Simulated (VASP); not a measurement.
# PbSe (Pm-3m) in VASP: notebook

The runs below take PbSe through single point, with revPBE+D4, BLYP+D3(BJ), BLYP+D4, PBE.

All numbers are computed with VASP 6.6.1; they aren't measurements. Logs are shortened: lines on timing, memory, paths and dates and some standing lists are left out, and cuts for length are marked.

### Step 1. The cell of the first run

It takes space group Pm-3m (No. 221, cubic). Conventional cell: a = 3.724 Å, b = 3.724 Å, c = 3.724 Å, α = 90.00°, β = 90.00°, γ = 90.00°. Within 4.2 Å of Pb (site symmetry m-3m) lie 8 Se at 3.22 Å and 6 Pb at 3.72 Å. Within 4.2 Å of Se (site symmetry m-3m) lie 8 Pb at 3.22 Å and 6 Se at 3.72 Å.

### Step 2. Single point, revPBE+D4

File INCAR:

```
SYSTEM = PbSe
  PREC = Accurate
  ENCUT = 520
  EDIFF = 1E-6
  ISMEAR = -1
  SIGMA = 0.05
  LREAL = .FALSE.
  LASPH = .TRUE.
  NELM = 60
  ALGO = Normal
  ISIF = 2
  LWAVE = .FALSE.
  LCHARG = .TRUE.
  GGA = RE
  IVDW = 13
  LELF = .TRUE.
  LVHAR = .TRUE.
  NBANDS = 17
```

File KPOINTS:

```
regular mesh
0
G
  7 7 7
  0 0 0
```

File POSCAR:

```
PbSe
1.0
    3.7235643966      0.0000000000      0.0000000000
    0.0000000000      3.7235643966      0.0000000000
    0.0000000000      0.0000000000      3.7235643966
Pb Se
1 1
Direct
    0.0000000000      0.0000000000      0.0000000000
    0.5000000000      0.5000000000      0.5000000000
```

Potentials or basis: VASP PAW PBE potentials, release 64 (Pb_d, Se).

The run is started by

```
cat potpaw_PBE.64/Pb_d/POTCAR potpaw_PBE.64/Se/POTCAR > POTCAR
mpirun -np 1 vasp_std > vasp.out
```

OUTCAR:

```text
SYSTEM = PbSe
   PREC = Accurate
   ENCUT = 520
   EDIFF = 1E-6
   ISMEAR = -1
   LREAL = .FALSE.
   LASPH = .TRUE.
   NELM = 60
   ISIF = 2
   GGA = RE
   IVDW = 13

 ion  position               nearest neighbor table
   1  0.000  0.000  0.000-   2 3.22   2 3.22   2 3.22   2 3.22   2 3.22   2 3.22   2 3.22   2 3.22

   2  0.500  0.500  0.500-   1 3.22   1 3.22   1 3.22   1 3.22   1 3.22   1 3.22   1 3.22   1 3.22

  LATTYP: Found a simple cubic cell.
 ALAT       =     3.7235643966

  Lattice vectors:

 A1 = (   3.7235643966,   0.0000000000,   0.0000000000)
 A2 = (   0.0000000000,   3.7235643966,   0.0000000000)
 A3 = (   0.0000000000,   0.0000000000,   3.7235643966)

Analysis of symmetry for initial positions (statically):
=====================================================================
 Subroutine PRICEL returns:
 Original cell was already a primitive cell.

 Routine SETGRP: Setting up the symmetry group for a
 simple cubic supercell.

 Subroutine GETGRP returns: Found 48 space group operations
 (whereof 48 operations were pure point group operations)
 out of a pool of 48 trial point group operations.

The static configuration has the point symmetry O_h .

Analysis of symmetry for dynamics (positions and initial velocities):
=====================================================================
 Subroutine PRICEL returns:
 Original cell was already a primitive cell.

 Routine SETGRP: Setting up the symmetry group for a
 simple cubic supercell.

 Subroutine GETGRP returns: Found 48 space group operations
 (whereof 48 operations were pure point group operations)
 out of a pool of 48 trial point group operations.

The dynamic configuration has the point symmetry O_h .

 Subroutine INISYM returns: Found 48 space group operations
 (whereof 48 operations are pure point group operations),
 and found     1 'primitive' translations

----------------------------------------------------------------------------------------

                                     Primitive cell

  volume of cell :      51.6270

  direct lattice vectors                    reciprocal lattice vectors
     3.723564397  0.000000000  0.000000000     0.268559878  0.000000000  0.000000000
     0.000000000  3.723564397  0.000000000     0.000000000  0.268559878  0.000000000
     0.000000000  0.000000000  3.723564397     0.000000000  0.000000000  0.268559878

  length of vectors
     3.723564397  3.723564397  3.723564397     0.268559878  0.268559878  0.268559878

  position of ions in fractional coordinates (direct lattice)
     0.000000000  0.000000000  0.000000000
     0.500000000  0.500000000  0.500000000

  ion indices of the primitive-cell ions
   primitive index   ion index
                 1           1
                 2           2

----------------------------------------------------------------------------------------

 KPOINTS: regular mesh

Automatic generation of k-mesh.
 Grid dimensions read from file:
 generate k-points for:    7    7    7

 Generating k-lattice:

  Cartesian coordinates                     Fractional coordinates (reciprocal lattice)
     0.038365697  0.000000000  0.000000000     0.142857143  0.000000000  0.000000000
     0.000000000  0.038365697  0.000000000     0.000000000  0.142857143  0.000000000
     0.000000000  0.000000000  0.038365697     0.000000000  0.000000000  0.142857143

  Length of vectors
     0.038365697  0.038365697  0.038365697

  Shift w.r.t. Gamma in fractional coordinates (k-lattice)
     0.000000000  0.000000000  0.000000000

 Subroutine IBZKPT returns following result:
 ===========================================

 Found     20 irreducible k-points:

 Following reciprocal coordinates:
            Coordinates               Weight
  0.000000  0.000000  0.000000      1.000000
  0.142857  0.000000  0.000000      6.000000
  0.285714  0.000000  0.000000      6.000000
  0.428571  0.000000  0.000000      6.000000
  0.142857  0.142857  0.000000     12.000000
  0.285714  0.142857  0.000000     24.000000
[... 12 lines left out ...]
  0.428571  0.428571  0.285714     24.000000
  0.428571  0.428571  0.428571      8.000000
   k-points           NKPTS =     20   k-points in BZ     NKDIM =     20   number of bands    NBANDS=     17
   number of dos      NEDOS =    301   number of ions     NIONS =      2
   total plane-waves  NPLWV =  21952
   dimension x,y,z NGX =    28 NGY =   28 NGZ =   28
   dimension x,y,z NGXF=    56 NGYF=   56 NGZF=   56
   ions per type =               1   1
   NGX,Y,Z   is equivalent  to a cutoff of  12.50, 12.50, 12.50 a.u.
   NGXF,Y,Z  is equivalent  to a cutoff of  25.00, 25.00, 25.00 a.u.
 SYSTEM =  PbSe
   PREC   = accura    normal or accurate (medium, high low for compatibility)
   ISTART =      0    job   : 0-new  1-cont  2-samecut
   ICHARG =      2    charge: 1-file 2-atom 10-const
   ISPIN  =      1    spin polarized calculation?
   LNONCOLLINEAR =      F non collinear calculations
   LSORBIT =      F    spin-orbit coupling
   LASPH  =      T    aspherical Exc in radial PAW
   ENCUT  =  520.0 eV  38.22 Ry    6.18 a.u.   6.92  6.92  6.92*2*pi/ulx,y,z
   NELM   =     60;   NELMIN=  2; NELMDL= -5     # of ELM steps
   EDIFF  = 0.1E-05   stopping-criterion for ELM
   LREAL  =      F    real-space projection
   EDIFFG = 0.1E-04   stopping-criterion for IOM
   NSW    =      0    number of steps for IOM
   IBRION =     -1    ionic relax: 0-MD 1-quasi-New 2-CG
   NFREE  =      0    steps in history (QN), initial steepest desc. (CG)
   ISIF   =      2    stress and relaxation
   ISYM   =      2    0-nonsym 1-usesym 2-fastsym
   POTIM  = 0.5000    time-step for ionic-motion
   TEBEG  =    0.0;   TEEND  =   0.0 temperature during run
   PSTRESS=    0.0 pullay stress
   NELECT =      20.0000    total number of electrons
   NUPDOWN=      -1.0000    fix difference up-down
   EMIN   =  10.00;   EMAX   =-10.00  energy-range for DOS
   EFERMI =   0.00;   METHOD = LEGACY
   ISMEAR =    -1;   SIGMA  =   0.05  broadening in eV -4-tet -1-fermi 0-gaus
   EFERMI_NEDOS =   21; number of points for ismear=-14 and -15
   IALGO  =     38    algorithm
   IMIX   =      4    mixing-type and parameters
     AMIX     =   0.40;   BMIX     =  1.00
     AMIX_MAG =   1.60;   BMIX_MAG =  1.00
  volume/ion in A,a.u.               =      25.81       174.20
  Fermi-wavevector in a.u.,A,eV,Ry     =   1.193418  2.255233 19.378054  1.424247
  Thomas-Fermi vector in A             =   2.329433
   LORBIT       =      0    0 simple, 1 ext, 2 COOP (PROOUT), +10 PAW based schemes
   GGA     = RE    functional components
   LHFCALC =     F    Hartree Fock is set to
   AEXX    =    0.0000 exact exchange contribution
   IVDW    =    13    specifies the selected vdW correction
   LEPSILON=     F    determine dielectric tensor
   LRPA    =     F    only Hartree local field effects (RPA)
 non-spin polarized calculation
  energy-cutoff  :      520.00
  volume of cell :       51.63
 maximum number of plane-waves:      1403
 NGX is ok and might be reduce to    28
   NGX = 13   NGY = 13   NGZ = 13

 number of electron      20.0000003 magnetization

 Free energy of the ion-electron system (eV)
  ---------------------------------------------------
  ext. energy  EPLUGINS =         0.00000000
  ---------------------------------------------------
  free energy    TOTEN  =        -7.05229316 eV

  energy without entropy =       -7.04244169  energy(sigma->0) =       -7.04736742

 E-fermi :   5.9235     XC(G=0): -10.1074

 val. band max:        5.8737707120   @ k =   0.2857   0.1429   0.1429
 cond. band min:       5.9458285015   @ k =   0.1429   0.1429   0.1429
 fundamental gap:      0.0720577895
 Fermi energy:         5.9235157102

 k-point     1 :       0.0000    0.0000    0.0000
  band No.  band energies     occupation
      1     -11.0427      2.00000
      2     -11.0427      2.00000
      3     -10.8696      2.00000
      4     -10.8696      2.00000
      5     -10.8696      2.00000
      6      -7.5628      2.00000
[... 9 lines left out ...]
     16      17.9063      0.00000
     17      18.9445      0.00000

 k-point     2 :       0.1429    0.0000    0.0000
  band No.  band energies     occupation
      1     -11.0412      2.00000
      2     -11.0177      2.00000
      3     -10.8792      2.00000
      4     -10.8792      2.00000
      5     -10.8688      2.00000
      6      -7.4021      2.00000
[... 9 lines left out ...]
     16      18.0192      0.00000
     17      18.3322      0.00000

 k-point     3 :       0.2857    0.0000    0.0000
  band No.  band energies     occupation
      1     -11.0377      2.00000
      2     -10.9617      2.00000
      3     -10.9005      2.00000
      4     -10.9005      2.00000
      5     -10.8669      2.00000
      6      -6.9670      2.00000
[... 9 lines left out ...]
     16      16.0627      0.00000
     17      18.5794      0.00000

 k-point     4 :       0.4286    0.0000    0.0000
  band No.  band energies     occupation
      1     -11.0349      2.00000
      2     -10.9175      2.00000
      3     -10.9175      2.00000
      4     -10.9171      2.00000
      5     -10.8654      2.00000
      6      -6.4851      2.00000
[... 9 lines left out ...]
     16      18.2876      0.00000
     17      19.0349      0.00000
[... 263 lines left out ...]
      1     -10.9734      2.00000
      2     -10.9524      2.00000
      3     -10.9300      2.00000
      4     -10.9071      2.00000
      5     -10.8601      2.00000
      6      -5.7447      2.00000
[... 9 lines left out ...]
     16      17.0834      0.00000
     17      20.1826      0.00000

 k-point    19 :       0.4286    0.4286    0.2857
  band No.  band energies     occupation
      1     -10.9913      2.00000
      2     -10.9511      2.00000
      3     -10.9494      2.00000
      4     -10.8827      2.00000
      5     -10.8332      2.00000
      6      -5.5619      2.00000
[... 9 lines left out ...]
     16      18.2855      0.00000
     17      20.8333      0.00000

 k-point    20 :       0.4286    0.4286    0.4286
  band No.  band energies     occupation
      1     -10.9780      2.00000
      2     -10.9721      2.00000
      3     -10.9721      2.00000
      4     -10.8321      2.00000
      5     -10.8321      2.00000
      6      -5.4505      2.00000
[... 9 lines left out ...]
     16      19.4038      0.00000
     17      23.1359      0.00000

------------------------ aborting loop because EDIFF is reached ----------------------------------------

  DFT-D4 for vdW energy calculation

  Edisp (eV):   -1.38336

  FORCE on cell =-STRESS in cart. coord.  units (eV):
  Direction    XX          YY          ZZ          XY          YZ          ZX
  --------------------------------------------------------------------------------------
  -------------------------------------------------------------------------------------
  Total      -0.01819    -0.01819    -0.01819    -0.00000    -0.00000     0.00000
  in kB      -0.56462    -0.56462    -0.56462    -0.00000    -0.00000     0.00000
  external pressure =       -0.56 kB  Pullay stress =        0.00 kB

 VOLUME and BASIS-vectors are now :
 -----------------------------------------------------------------------------
  energy-cutoff  :      520.00
  volume of cell :       51.63
      direct lattice vectors                 reciprocal lattice vectors
     3.723564397  0.000000000  0.000000000     0.268559878  0.000000000  0.000000000
     0.000000000  3.723564397  0.000000000     0.000000000  0.268559878  0.000000000
     0.000000000  0.000000000  3.723564397     0.000000000  0.000000000  0.268559878

 POSITION                                       TOTAL-FORCE (eV/Angst)
 -----------------------------------------------------------------------------------
      0.00000      0.00000      0.00000         0.000000      0.000000      0.000000
      1.86178      1.86178      1.86178         0.000000      0.000000      0.000000
 -----------------------------------------------------------------------------------
    total drift:                               -0.000000      0.000000     -0.000000

  FREE ENERGIE OF THE ION-ELECTRON SYSTEM (eV)
  ---------------------------------------------------
  free  energy   TOTEN  =        -8.4356506788 eV

  energy  without entropy=       -8.4257992128  energy(sigma->0) =       -8.43072495
```

Wall time 13 s (1 thread of Intel Xeon Platinum 8259CL at 2.50GHz (Skylake/Cascade Lake), shared host); peak memory 0.16 GiB.

What came out:

* Free energy: -8.4357 eV
* Pressure: -0.1 GPa
* Band gap on the k mesh: zero (band 10 reaches 5.95 eV, above the bottom of band 11 at 5.72 eV)
* Dispersion energy per atom: -0.692 eV

Levels at points of the mesh, in eV from the Fermi level:
```csv
k point,band 7,band 8,band 9,band 10,band 11,band 12,band 13,band 14
"(0.00, 0.00, 0.00)",-6.89,-1.59,-1.59,-1.59,5.11,5.11,6.47,6.47
```

Caveat: the PAW data sets were made with another functional, which shifts forces and pressure a little; spin-orbit coupling is left out, which moves the levels of the heavy elements; pairwise dispersion overbinds metals, which lowers pressure and volume.

### Step 3. Single point, BLYP+D3(BJ)

This run uses another cell than the first one, of 26.41 Å³/atom, 1.023 times its volume.

File INCAR:

```
SYSTEM = PbSe
PREC = Accurate
ENCUT = 520
EDIFF = 1E-6
ISMEAR = -1
SIGMA = 0.05
LREAL = .False.
LASPH = .True.
NELM = 100
ALGO = Normal
ISIF = 2
LWAVE = .False.
LCHARG = .False.
GGA = B5
ALDAX = 1.0
AGGAX = 1.0
AGGAC = 1.0
ALDAC = 0.0
IVDW = 12
VDW_S6 = 1.0
VDW_S8 = 2.6996
VDW_A1 = 0.4298
VDW_A2 = 4.2359
NBANDS = 17
```

File KPOINTS:

```
Automatic mesh
0
Gamma
  7 7 7
  0 0 0
```

File POSCAR:

```
PbSe
1.0
    3.7519586140      0.0000000000      0.0000000000
    0.0000000000      3.7519586140      0.0000000000
    0.0000000000      0.0000000000      3.7519586140
Pb Se
1 1
Direct
    0.0000000000      0.0000000000      0.0000000000
    0.5000000000      0.5000000000      0.5000000000
```

Potentials or basis: VASP PAW PBE potentials, release 64 (Pb_d, Se).

The run is started by

```
cat potpaw_PBE.64/Pb_d/POTCAR potpaw_PBE.64/Se/POTCAR > POTCAR
mpirun -np 1 vasp_std > vasp.out
```

Wall time 21 s (1 thread of Intel Xeon Platinum 8259CL at 2.50GHz (Skylake/Cascade Lake), shared host); peak memory 0.17 GiB.

It converged, with:

```
Free energy                : -8.3063 eV
Pressure                   : 0.1 GPa
Band gap on the k mesh     : zero (band 10 reaches 6.03 eV, above the bottom of band 11 at 5.93 eV)
Dispersion energy per atom : -0.942 eV
```

Levels at points of the mesh, in eV from the Fermi level:
```csv
k point,band 8,band 9,band 10,band 11,band 12,band 13
"(0.00, 0.00, 0.00)",-1.51,-1.51,-1.51,5.48,5.48,6.14
```

Caveat: the PAW data sets were made with another functional, which shifts forces and pressure a little; spin-orbit coupling is left out, which moves the levels of the heavy elements; pairwise dispersion overbinds metals, which lowers pressure and volume.

### Step 4. Single point, BLYP+D4

This run uses another cell than the first one, of 26.94 Å³/atom, 1.044 times its volume.

File INCAR:

```
PREC = Accurate ; ENCUT = 520
EDIFF = 1E-6 ; ISMEAR = -1
SIGMA = 0.05 ; LREAL = False
LASPH = True ; NELM = 100
ALGO = Normal ; ISIF = 2
LWAVE = False ; LCHARG = False
GGA = B5 ; ALDAX = 1.0
AGGAX = 1.0 ; AGGAC = 1.0
ALDAC = 0.0 ; IVDW = 13
VDW_S6 = 1.0 ; VDW_S8 = 2.34076671
VDW_A1 = 0.44488865 ; VDW_A2 = 4.0933009
NBANDS = 17
```

File KPOINTS:

```
regular mesh
0
Gamma
  7 7 7
```

File POSCAR:

```
PbSe
1.0
    3.7771043846      0.0000000000      0.0000000000
    0.0000000000      3.7771043846      0.0000000000
    0.0000000000      0.0000000000      3.7771043846
Pb Se
1 1
Direct
    0.0000000000      0.0000000000      0.0000000000
    0.5000000000      0.5000000000      0.5000000000
```

The run is started by

```
cat potpaw_PBE.64/Pb_d/POTCAR potpaw_PBE.64/Se/POTCAR > POTCAR
mpirun -np 1 vasp_std > vasp.out
```

It took 22 s on 1 thread of Intel Xeon Platinum 8259CL at 2.50GHz (Skylake/Cascade Lake), shared host; peak memory 0.16 GiB.

It converged, with:

```yaml
Free_energy: -8.0501 eV
Pressure: 0.1 GPa
Band_gap_on_the_k_mesh: zero (band 10 reaches 5.80 eV, above the bottom of band 11 at 5.75 eV)
Dispersion_energy_per_atom: -0.797 eV
```

Levels at points of the mesh, in eV from the Fermi level:
```tsv
k point	band 6	band 7	band 8	band 9	band 10	band 11	band 12	band 13	band 14	band 15
(0.00, 0.00, 0.00)	-13.19	-7.14	-1.46	-1.46	-1.46	5.49	5.49	5.99	5.99	5.99
```

Caveat: the PAW data sets were made with another functional, which shifts forces and pressure a little; spin-orbit coupling is left out, which moves the levels of the heavy elements; pairwise dispersion overbinds metals, which lowers pressure and volume.

### Step 5. Single point, PBE

This run uses another cell than the first one, of 27.10 Å³/atom, 1.050 times its volume.

File INCAR:

```
ALGO = Normal ; EDIFF = 1E-6
ENCUT = 520 ; GGA = PE
ISIF = 2 ; ISMEAR = 0
LASPH = True ; LCHARG = False
LREAL = False ; LWAVE = False
NBANDS = 17 ; NELM = 80
PREC = Accurate ; SIGMA = 0.028999999999999998
```

File KPOINTS:

```
k-points
0
Gamma
  7 7 7
```

File POSCAR:

```
PbSe
1.0
    3.7843220000      0.0000000000      0.0000000000
    0.0000000000      3.7843220000      0.0000000000
    0.0000000000      0.0000000000      3.7843220000
Pb Se
1 1
Direct
    0.0000000000      0.0000000000      0.0000000000
    0.5000000000      0.5000000000      0.5000000000
```

The run is started by

```
cat potpaw_PBE.64/Pb_d/POTCAR potpaw_PBE.64/Se/POTCAR > POTCAR
mpirun -np 1 vasp_std > vasp.out
```

It took 12 s on 1 thread of Intel Xeon Platinum 8259CL at 2.50GHz (Skylake/Cascade Lake), shared host; peak memory 0.16 GiB.

Results (log left out):

- Free energy: -7.7139 eV
- Pressure: -0.2 GPa
- Band gap on the k mesh: zero (band 10 reaches 5.29 eV, above the bottom of band 11 at 5.19 eV)

Levels at points of the mesh, in eV from the Fermi level:
| k point | band 7 | band 8 | band 9 | band 10 | band 11 | band 12 | band 13 | band 14 |
| --- | --- | --- | --- | --- | --- | --- | --- | --- |
| (0.00, 0.00, 0.00) | -6.99 | -1.43 | -1.43 | -1.43 | 5.20 | 5.20 | 6.13 | 6.13 |

Caveat: spin-orbit coupling is left out, which moves the levels of the heavy elements.

### Step 6. The runs side by side

```tsv
level	cell	smearing	gap on the mesh (eV)	pressure (GPa)
revPBE+D4	a = 3.724 Å, 2 atoms	fermi-dirac 0.05 eV	none	-0.1
BLYP+D3(BJ)	a = 3.752 Å, 2 atoms	fermi-dirac 0.05 eV	none	0.1
BLYP+D4	a = 3.777 Å, 2 atoms	fermi-dirac 0.05 eV	none	0.1
PBE	a = 3.784 Å, 2 atoms	gaussian 0.029 eV	none	-0.2
```

Alike in all rows: task single point; potentials or basis VASP PAW PBE potentials, release 64 (Pb_d, Se); no spin polarisation; k mesh 7 × 7 × 7; cutoff (eV) 520.

Caveats: spin-orbit coupling is left out, which moves the levels of the heavy elements; the PAW data sets were made with another functional, which shifts forces and pressure a little (some runs); pairwise dispersion overbinds metals, which lowers pressure and volume (some runs).

Total energies depend on the potentials used, so only differences within one code and one set of settings carry meaning.
